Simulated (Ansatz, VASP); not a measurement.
# ScAl2As3: VASP beside Ansatz

```
Sc Al As
1.0
     5.20289    0.00000    0.00000
    -2.60145    4.50584    0.00000
     0.00000    0.00000    4.99957
Sc Al As
1 2 3
Direct
  0.00000 0.00000 0.00000
  0.33333 0.66667 0.00000
  0.66667 0.33333 0.00000
  0.28425 0.00000 0.50000
  0.00000 0.28425 0.50000
  0.71575 0.71575 0.50000
```

Alike in both runs: functional PBE; k mesh 6 × 6 × 4; occupations gaussian, width 0.1 eV; no spin polarisation.

Ansatz relaxed the structure, and its values are those at the end. VASP's run is a single point on that final structure, the one shown.

|  | VASP | Ansatz |
| --- | --- | --- |
| version | VASP 6.6.1 | Ansatz 0.2.0 |
| potentials or method | VASP PAW PBE potentials, release 64 (Sc_sv, Al, As), cutoff 520 eV | scalar-relativistic, plane waves, PAW |
| valence electrons in the cell | 32 | 62 |

```csv
,VASP,Ansatz,Ansatz less VASP
gap on the k mesh at the Fermi level (eV),none,none,-
pressure (GPa),0.3,0.1,-0.18
rms of the force components (eV/Å),0.015,0.005,-0.0099
```

A gap of «none» marks a metal or a gap that the smearing closes. With one functional, cell and mesh, what is left measures potentials, basis and numerics. VASP's potentials hold 32 valence electrons a cell and Ansatz's 62, so a difference there can come from the potentials and not from the codes.
